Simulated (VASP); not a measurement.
Yb:

```xyz
1
Lattice="0.0000 2.6152 2.6152 2.6152 0.0000 2.6152 2.6152 2.6152 0.0000" Properties=species:S:1:pos:R:3 pbc="T T T"
Yb    0.0000    0.0000    0.0000
```

Base run:

| Quantity | Value |
| --- | --- |
| Program | VASP 6.6.1 |
| Functional | PBE |
| Potentials or basis | VASP PAW PBE potentials, release 64 (Yb) |
| Cutoff | 520 eV |
| k mesh | 10 × 10 × 10 |
| Occupations | fermi-dirac, width 0.6 eV |
| Spin | no spin polarisation |

Its results: pressure 0.2 GPa.

Question: The run is repeated on the same cell with these changes: occupations from fermi-dirac, width 0.6 eV to gaussian, width 0.2 eV. What comes out?

Answer: Pressure -0.8 GPa.
